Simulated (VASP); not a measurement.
# Cd3AgF (Cmmm) in VASP: a series of runs

Cd3AgF is run at these levels: PBE; tasks: single point.

Program: VASP 6.6.1. These are calculated values, not measurements. Logs are shortened: lines on timing, memory, paths and dates and some standing lists are left out, and cuts for length are marked.

## Step 1: The cell of the first run

It takes space group Cmmm (No. 65, orthorhombic). The conventional cell has a = 6.597 Å, b = 6.882 Å, c = 4.539 Å, α = 90.00°, β = 90.00°, γ = 90.00°. Within 2.0 Å of Cd (site symmetry 2mm) lie 1 F at 1.50 Å. Within 3.0 Å of Cd (site symmetry mmm) lie 2 F at 2.27 Å and 4 Cd at 2.72 Å. Ag (site symmetry mmm) has 8 Cd at 2.90 to 3.44 Å within 3.8 Å. F (site symmetry mmm) has 2 Cd at 1.50 Å within 2.0 Å.

The cell was generated, and may not be a known phase.

## Step 2: Single point, PBE

INCAR

```
SYSTEM = Cd3AgF
ALGO = Normal
EDIFF = 1E-6
ENCUT = 700
GGA = PE
GGA_COMPAT = .FALSE.
ISIF = 2
ISMEAR = 0
LASPH = .TRUE.
LCHARG = .FALSE.
LREAL = .FALSE.
LWAVE = .FALSE.
NBANDS = 51
NELM = 120
PREC = Accurate
SIGMA = 0.1
```

KPOINTS

```
k-points
0
G
  4 4 4
  0 0 0
```

POSCAR

```
Cd3AgF
1.0
    3.2983399500     -3.4410584100      0.0000000000
    3.2983399500      3.4410584100      0.0000000000
    0.0000000000      0.0000000000      4.5393577100
Cd Ag F
3 1 1
Direct
    0.2273944200      0.2273944200      0.5000000000
    0.7726055800      0.7726055800      0.5000000000
    0.0000000000      0.0000000000      0.0000000000
    0.5000000000      0.5000000000      0.0000000000
    0.0000000000      0.0000000000      0.5000000000
```

Potentials or basis: VASP PAW PBE potentials, release 64 (Cd_sv_GW, Ag_sv_GW, F).

Started as:

```sh
$ cat potpaw_PBE.64/Cd_sv_GW/POTCAR potpaw_PBE.64/Ag_sv_GW/POTCAR potpaw_PBE.64/F/POTCAR > POTCAR
$ mpirun -np 1 vasp_std > vasp.out
```

OUTCAR:

```text
SYSTEM = Cd3AgF
   EDIFF = 1E-6
   ENCUT = 700
   GGA = PE
   ISIF = 2
   ISMEAR = 0
   LASPH = .TRUE.
   LREAL = .FALSE.
   NELM = 120
   PREC = Accurate

 ion  position               nearest neighbor table
   1  0.227  0.227  0.500-   5 1.50
   2  0.773  0.773  0.500-   5 1.50
   3  0.000  0.000  0.000-   5 2.27   5 2.27
   4  0.500  0.500  0.000-
   5  0.000  0.000  0.500-   1 1.50   2 1.50   3 2.27   3 2.27

  LATTYP: Found a base centered orthorhombic cell.
 ALAT       =     6.5966799000
 B/A-ratio  =     1.0432697849
 C/A-ratio  =     0.6881276307

  Lattice vectors:

 A1 = (   3.2983399500,  -3.4410584100,   0.0000000000)
 A2 = (   3.2983399500,   3.4410584100,   0.0000000000)
 A3 = (   0.0000000000,   0.0000000000,   4.5393577100)

Analysis of symmetry for initial positions (statically):
=====================================================================
 Subroutine PRICEL returns:
 Original cell was already a primitive cell.

 Routine SETGRP: Setting up the symmetry group for a
 base centered orthorhombic supercell.

 Subroutine GETGRP returns: Found  8 space group operations
 (whereof  8 operations were pure point group operations)
 out of a pool of  8 trial point group operations.

The static configuration has the point symmetry D_2h.

Analysis of symmetry for dynamics (positions and initial velocities):
=====================================================================
 Subroutine PRICEL returns:
 Original cell was already a primitive cell.

 Routine SETGRP: Setting up the symmetry group for a
 base centered orthorhombic supercell.

 Subroutine GETGRP returns: Found  8 space group operations
 (whereof  8 operations were pure point group operations)
 out of a pool of  8 trial point group operations.

The dynamic configuration has the point symmetry D_2h.

 Subroutine INISYM returns: Found  8 space group operations
 (whereof  8 operations are pure point group operations),
 and found     1 'primitive' translations

----------------------------------------------------------------------------------------

                                     Primitive cell

  volume of cell :     103.0414

[... 80 lines left out ...]
 SYSTEM =  Cd3AgF
   PREC   = accura    normal or accurate (medium, high low for compatibility)
   ISTART =      0    job   : 0-new  1-cont  2-samecut
   ICHARG =      2    charge: 1-file 2-atom 10-const
   ISPIN  =      1    spin polarized calculation?
   LNONCOLLINEAR =      F non collinear calculations
   LSORBIT =      F    spin-orbit coupling
   LASPH  =      T    aspherical Exc in radial PAW
   ENCUT  =  700.0 eV  51.45 Ry    7.17 a.u.  10.28 10.28  9.79*2*pi/ulx,y,z
   NELM   =    120;   NELMIN=  2; NELMDL= -5     # of ELM steps
   EDIFF  = 0.1E-05   stopping-criterion for ELM
   LREAL  =      F    real-space projection
[... 7 lines left out ...]
   TEBEG  =    0.0;   TEEND  =   0.0 temperature during run
   PSTRESS=    0.0 pullay stress
   NELECT =      86.0000    total number of electrons
   NUPDOWN=      -1.0000    fix difference up-down
   EMIN   =  10.00;   EMAX   =-10.00  energy-range for DOS
   EFERMI =   0.00;   METHOD = LEGACY
   ISMEAR =     0;   SIGMA  =   0.10  broadening in eV -4-tet -1-fermi 0-gaus
   EFERMI_NEDOS =   21; number of points for ismear=-14 and -15
   IALGO  =     38    algorithm
   IMIX   =      4    mixing-type and parameters
     AMIX     =   0.40;   BMIX     =  1.00
     AMIX_MAG =   1.60;   BMIX_MAG =  1.00
  volume/ion in A,a.u.               =      20.61       139.07
  Fermi-wavevector in a.u.,A,eV,Ry     =   1.541359  2.912745 32.324536  2.375786
  Thomas-Fermi vector in A             =   2.647316
   LORBIT       =      0    0 simple, 1 ext, 2 COOP (PROOUT), +10 PAW based schemes
   GGA     = PE    functional components
   LHFCALC =     F    Hartree Fock is set to
   AEXX    =    0.0000 exact exchange contribution
   IVDW    =     0    specifies the selected vdW correction
   LEPSILON=     F    determine dielectric tensor
   LRPA    =     F    only Hartree local field effects (RPA)
 non-spin polarized calculation
 Gauss-broadening in eV      SIGMA  =   0.10
  energy-cutoff  :      700.00
  volume of cell :      103.04
 maximum number of plane-waves:      4356
 NGX is ok and might be reduce to    42
   NGX = 21   NGY = 21   NGZ = 19

 number of electron      85.9999986 magnetization

 Free energy of the ion-electron system (eV)
  ---------------------------------------------------
  ext. energy  EPLUGINS =         0.00000000
  ---------------------------------------------------
  free energy    TOTEN  =         9.49399854 eV

  energy without entropy =        9.50402075  energy(sigma->0) =        9.49900964

 E-fermi :   5.4608     XC(G=0): -10.4938

 val. band max:        5.4277811797   @ k =   0.5000   0.5000   0.5000
 cond. band min:       5.4996720208   @ k =  -0.2500   0.2500   0.2500
 fundamental gap:      0.0718908411
 Fermi energy:         5.4608316395

 k-point     1 :       0.0000    0.0000    0.0000
  band No.  band energies     occupation
      1     -98.4520      2.00000
      2     -98.4496      2.00000
      3     -98.0051      2.00000
      4     -86.5427      2.00000
      5     -60.0320      2.00000
      6     -59.9676      2.00000
[... 1123 lines left out ...]
     50      15.6843      0.00000
     51      15.9698      0.00000

------------------------ aborting loop because EDIFF is reached ----------------------------------------

  FORCE on cell =-STRESS in cart. coord.  units (eV):
  Direction    XX          YY          ZZ          XY          YZ          ZX
  --------------------------------------------------------------------------------------
  -------------------------------------------------------------------------------------
  Total      110.6776830     -2.0122284     18.0326862      0.0000000      0.0000000      0.0000000
  in kB     1720.9124579    -31.2878704    280.3878202      0.0000000      0.0000000      0.0000000
  external PRESSURE =     656.6708026 kB  Pullay stress =       0.0000000 kB

 VOLUME and BASIS-vectors are now :
 -----------------------------------------------------------------------------
  energy-cutoff  :      700.00
  volume of cell :      103.04
      direct lattice vectors                 reciprocal lattice vectors
     3.298339950 -3.441058410  0.000000000     0.151591409 -0.145304130  0.000000000
     3.298339950  3.441058410  0.000000000     0.151591409  0.145304130  0.000000000
     0.000000000  0.000000000  4.539357710     0.000000000  0.000000000  0.220295483

 POSITION                                       TOTAL-FORCE (eV/Angst)
 -----------------------------------------------------------------------------------
      1.50005      0.00000      2.26968        38.731788     -0.000000      0.000000
      5.09663      0.00000      2.26968       -38.731788     -0.000000      0.000000
      0.00000      0.00000      0.00000         0.000000     -0.000000      0.000000
      3.29834      0.00000      0.00000        -0.000000      0.000000      0.000000
      0.00000      0.00000      2.26968         0.000000     -0.000000      0.000000
 -----------------------------------------------------------------------------------
    total drift:                                0.000000     -0.000000      0.000000

  FREE ENERGIE OF THE ION-ELECTRON SYSTEM (eV)
  ---------------------------------------------------
  free  energy   TOTEN  =         9.4939985443 eV

  energy  without entropy=        9.5040207450  energy(sigma->0) =        9.49900964
```

stdout:

```text
POSCAR found type information on POSCAR CdAgF
 POSCAR found :  3 types and       5 ions
 scaLAPACK will be used
 LDA part: xc-table for (Slater+PW92), standard interpolation
 POSCAR, INCAR and KPOINTS ok, starting setup
 FFT: planning ... GRIDC
 FFT: planning ... GRID_SOFT
 FFT: planning ... GRID
 WAVECAR not read
 entering main loop
```

Run time: 1.9 min. Hardware: 1 thread of Intel Xeon 6975P-C (Granite Rapids), shared host; peak memory 0.38 GiB.

Results:

```yaml
Free_energy: 9.4940 eV
Pressure: 65.7 GPa
Largest_force: 38.732 eV/Å
Band_gap_on_the_k_mesh: zero (bands 43 and 44 overlap by 2.26 eV)
```

Forces in eV/Å, atoms in the order of the input:
```
Cd   38.732   0.000   0.000
Cd  -38.732   0.000   0.000
Cd    0.000   0.000   0.000
Ag    0.000   0.000   0.000
F     0.000   0.000   0.000
```

Stress tensor (GPa, compression positive):
```
172.09   0.00   0.00
  0.00  -3.13   0.00
  0.00   0.00  28.04
```

Levels at points of the mesh, in eV from the Fermi level:
```tsv
k point	band 40	band 41	band 42	band 43	band 44	band 45	band 46	band 47
(0.00, 0.00, 0.00)	-4.18	-4.16	0.45	0.79	1.15	1.18	1.81	3.65
(0.50, 0.00, 0.00)	-4.13	-3.81	-3.20	1.32	2.44	2.66	2.66	3.33
(0.50, 0.50, 0.00)	-4.14	-2.90	-1.76	-1.65	-0.63	3.26	4.66	4.75
(0.00, 0.00, 0.50)	-4.14	-4.13	-3.49	0.14	1.40	2.20	2.73	3.68
(0.50, 0.00, 0.50)	-4.17	-2.83	-2.73	-2.45	-0.68	3.28	4.42	4.51
(0.50, 0.50, 0.50)	-4.10	-2.08	-1.68	-1.44	-0.14	-0.03	0.72	1.52
```

Caveat: the stress differs along the axes, from -3 to 172 GPa; forces of over 1 eV/Å act on the atoms, so gaps and moduli don't describe the material at rest.

## Step 3: Single point, PBE, collinear spin

INCAR

```
SYSTEM = Cd3AgF
PREC = Accurate
ENCUT = 700
EDIFF = 1E-6
ISMEAR = 0
SIGMA = 0.1
LREAL = .False.
LASPH = .True.
NELM = 200
ALGO = Normal
ISIF = 2
LWAVE = .False.
LCHARG = .False.
ISPIN = 2
MAGMOM = 0 0 0 1 0
LORBIT = 11
LMAXMIX = 4
GGA = PE
NBANDS = 55
GGA_COMPAT = .False.
```

KPOINTS

```
Automatic mesh
0
Gamma
  4 4 4
  0 0 0
```

POSCAR is that of step 2.

Potentials or basis: VASP PAW PBE potentials, release 64 (Cd_sv_GW, Ag_sv_GW, F).

Started as:

```sh
$ cat potpaw_PBE.64/Cd_sv_GW/POTCAR potpaw_PBE.64/Ag_sv_GW/POTCAR potpaw_PBE.64/F/POTCAR > POTCAR
$ mpirun -np 1 vasp_std > vasp.out
```

Wall time 4.7 min (1 thread of Intel Xeon 6975P-C (Granite Rapids), shared host); peak memory 0.52 GiB.

Results (log left out):

* Free energy: 9.4940 eV
* Pressure: 65.7 GPa
* Largest force: 38.738 eV/Å
* Band gap on the k mesh: zero (filled and empty bands overlap)
* Net moment: 0.00 μB per cell
* Valence electrons inside the program's atomic spheres: Cd 18.18, 17.75 (each value once); Ag 16.68; F 6.54

Forces on the atoms (eV/Å):
```
Cd   38.738   0.000   0.000
Cd  -38.738   0.000   0.000
Cd    0.000   0.000   0.000
Ag    0.000   0.000   0.000
F     0.000   0.000   0.000
```

Stress tensor (GPa, compression positive):
```
172.11   0.00   0.00
  0.00  -3.11   0.00
  0.00   0.00  28.06
```

Levels at points of the mesh, in eV from the Fermi level:
Spin up:
| k point | band 41 | band 42 | band 43 | band 44 | band 45 | band 46 |
| --- | --- | --- | --- | --- | --- | --- |
| (0.00, 0.00, 0.00) | -4.16 | 0.45 | 0.79 | 1.15 | 1.18 | 1.81 |
| (0.50, 0.00, 0.00) | -3.81 | -3.20 | 1.32 | 2.44 | 2.66 | 2.66 |
| (0.50, 0.50, 0.00) | -2.90 | -1.76 | -1.65 | -0.63 | 3.26 | 4.66 |
| (0.00, 0.00, 0.50) | -4.13 | -3.49 | 0.14 | 1.40 | 2.20 | 2.73 |
| (0.50, 0.00, 0.50) | -2.83 | -2.73 | -2.45 | -0.68 | 3.28 | 4.42 |
| (0.50, 0.50, 0.50) | -2.08 | -1.68 | -1.44 | -0.14 | -0.03 | 0.72 |
Spin down:
| k point | band 40 | band 41 | band 42 | band 43 | band 44 | band 45 | band 46 | band 47 |
| --- | --- | --- | --- | --- | --- | --- | --- | --- |
| (0.00, 0.00, 0.00) | -4.18 | -4.16 | 0.45 | 0.79 | 1.15 | 1.18 | 1.81 | 3.65 |
| (0.50, 0.00, 0.00) | -4.13 | -3.81 | -3.20 | 1.32 | 2.44 | 2.66 | 2.66 | 3.33 |
| (0.50, 0.50, 0.00) | -4.14 | -2.90 | -1.76 | -1.65 | -0.63 | 3.26 | 4.66 | 4.75 |
| (0.00, 0.00, 0.50) | -4.14 | -4.13 | -3.49 | 0.14 | 1.40 | 2.20 | 2.73 | 3.68 |
| (0.50, 0.00, 0.50) | -4.17 | -2.83 | -2.73 | -2.45 | -0.68 | 3.28 | 4.42 | 4.51 |
| (0.50, 0.50, 0.50) | -4.10 | -2.08 | -1.68 | -1.44 | -0.14 | -0.03 | 0.72 | 1.52 |

Caveat: the stress differs along the axes, from -3 to 172 GPa; forces of over 1 eV/Å act on the atoms, so gaps and moduli don't describe the material at rest.

The gap in the log of VASP goes by the Fermi energy; the results here count the filled bands.